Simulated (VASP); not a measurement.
The system is Li4Al2Mo.

```
CELL_PARAMETERS angstrom
4.21058 0.00000 0.00000
-2.10529 3.64647 0.00000
0.00000 0.00000 6.56117
ATOMIC_POSITIONS crystal
Li 0.50000 0.00000 0.00000
Li 0.00000 0.50000 0.00000
Li 0.50000 0.50000 0.00000
Li 0.00000 0.00000 0.50000
Al 0.33333 0.66667 0.50000
Al 0.66667 0.33333 0.50000
Mo 0.00000 0.00000 0.00000
```

The cell was built from a structure type or drawn by symmetry, and may not be a known phase.

| Item | Value |
| --- | --- |
| Program | VASP 6.6.1 |
| Task | relaxation of cell and atoms |
| Functional | PBE |
| Potentials or basis | VASP PAW PBE potentials, release 64 (Li_sv, Al, Mo_sv) |
| Cutoff | 600 eV |
| k mesh | 6 × 6 × 4 |
| Occupations | gaussian, width 0.1 eV |
| Spin | no spin polarisation |

At the start: pressure 25.3 GPa; volume 14.39 Å³/atom.

Where does the relaxation end?

Over 14 steps the energy falls by 994.8 meV/atom and the volume is 15.19 Å³/atom (+5.6 %); space group P6/mmm (No. 191, to 0.1 Å) before and after.

The path:
| step | energy change (eV) | largest force (eV/Å) | pressure (GPa) | volume (Å³) |
| --- | --- | --- | --- | --- |
| 1 | 0.0000 | 0.0000 | 25.26 | 100.74 |
| 2 | -5.0588 | 0.0000 | -3.25 | 135.10 |
| 3 | -5.1450 | 0.0000 | -4.45 | 138.94 |
| 4 | -5.1561 | 0.0000 | -6.45 | 146.69 |
| 5 | -5.1737 | 0.0000 | -5.34 | 141.98 |
| 6 | -6.0391 | 0.0000 | -5.54 | 131.21 |
| 7 | -5.4047 | 0.0000 | 6.58 | 97.99 |
| 8 | -6.7021 | 0.0000 | -4.70 | 120.63 |
| 9 | -6.8290 | 0.0000 | -2.13 | 111.29 |
| 10 | -6.8569 | 0.0000 | -3.27 | 114.49 |
| 11 | -6.8583 | 0.0000 | -3.11 | 113.93 |
| 12 | -6.9624 | 0.0000 | -0.01 | 106.33 |
| 13 | -6.9627 | 0.0000 | 0.17 | 105.97 |
| 14 | -6.9639 | 0.0000 | 0.02 | 106.34 |

Final structure:
```yaml
crystal:
  lattice:
    - [5.05976, 0.00000, 0.00000]
    - [-2.52988, 4.38188, 0.00000]
    - [0.00000, 0.00000, 4.79636]
  atoms:
    - { symbol: Li, position: [0.50000, 0.00000, 0.00000] }
    - { symbol: Li, position: [0.00000, 0.50000, 0.00000] }
    - { symbol: Li, position: [0.50000, 0.50000, 0.00000] }
    - { symbol: Li, position: [0.00000, 0.00000, 0.50000] }
    - { symbol: Al, position: [0.33333, 0.66667, 0.50000] }
    - { symbol: Al, position: [0.66667, 0.33333, 0.50000] }
    - { symbol: Mo, position: [0.00000, 0.00000, 0.00000] }
```

Caveat: the cutoff is under 1.25 times the usual one of these potentials, so pressure, stress and relaxed cells hold a basis-set (Pulay) error; a cell axis changed by over 15 % at a fixed basis, so the end point is rough.
